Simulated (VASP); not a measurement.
Write the native input for VASP 6.6.1 that does the following.

- Task: single point
- Functional: PBE0
- Potentials or basis: VASP PAW PBE potentials, release 64 (Pb_d, Se)
- Cutoff: 520 eV
- k mesh: 4 × 4 × 4
- Occupations: gaussian, width 0.01 eV
- Spin: no spin polarisation
- Dipole correction: no
- Grid for exact exchange (PRECFOCK): Normal
- Further INCAR settings: ALGO = Normal; EDIFF = 1e-06; NBANDS = 28
- Share of exact exchange: 0.25

Crystal: PbSe.

```xyz
4
Lattice="0.0000 6.5387 3.0737 3.0737 0.0000 3.0737 3.0737 6.5387 0.0000" Properties=species:S:1:pos:R:3 pbc="T T T"
Pb    3.0737    1.8426    3.0216
Pb    3.0737   11.2348    3.0216
Se    3.0737    8.4459    3.0213
Se    3.0737    4.6315    3.0213
```

These files were run (other wordings do the same):

POSCAR

```
PbSe
1.0
    0.0000000000      6.5386896052      3.0736697802
    3.0736711420      0.0000000000      3.0736697802
    3.0736711420      6.5386896052      0.0000000000
Pb Se
2 2
Direct
    0.1324252531      0.8506268962      0.1493731038
    0.8506268962      0.1324252531      0.8675747469
    0.6373131566      0.3456356941      0.6543643059
    0.3456356941      0.6373131566      0.3626868434
```

INCAR.step1

```
SYSTEM = PbSe
PREC = Accurate
ENCUT = 520
EDIFF = 1E-5
ISMEAR = 0
SIGMA = 0.01
LREAL = .FALSE.
LASPH = .TRUE.
NELM = 60
ALGO = Normal
ISIF = 2
LWAVE = .TRUE.
GGA = PE
NBANDS = 28
KPAR = 4
```

INCAR.step2

```
SYSTEM = PbSe
PREC = Accurate
ENCUT = 520
EDIFF = 1E-6
ISMEAR = 0
SIGMA = 0.01
LREAL = .FALSE.
LASPH = .TRUE.
NELM = 60
ALGO = Normal
ISIF = 2
LWAVE = .FALSE.
LCHARG = .TRUE.
GGA = PE
LHFCALC = .TRUE.
AEXX = 0.25
PRECFOCK = Normal
LVHAR = .TRUE.
ISTART = 1
NBANDS = 28
KPAR = 4
```

KPOINTS

```
Automatic mesh
0
G
  4 4 4
  0 0 0
```

Potentials or basis: VASP PAW PBE potentials, release 64 (Pb_d, Se).

Launch:

```console
$ cat potpaw_PBE.64/Pb_d/POTCAR potpaw_PBE.64/Se/POTCAR > POTCAR
$ cp INCAR.step1 INCAR
$ mpirun -np 4 vasp_std > vasp.out
$ cp INCAR.step2 INCAR
$ mpirun -np 4 vasp_std > vasp.out
```

Results of the run:

* Pressure: 0.5 GPa
* Largest force: 0.158 eV/Å
* Band gap on the k mesh: 1.77 eV (least direct gap 2.30 eV)

Caveat: the PAW data sets were made with another functional, which shifts forces and pressure a little; spin-orbit coupling is left out, which moves the levels of the heavy elements.

Run time: 66 min on 4 MPI ranks on Intel(R) Xeon(R) Platinum 8488C (Sapphire Rapids), on a shared host, peak memory 0.38 GiB a rank.
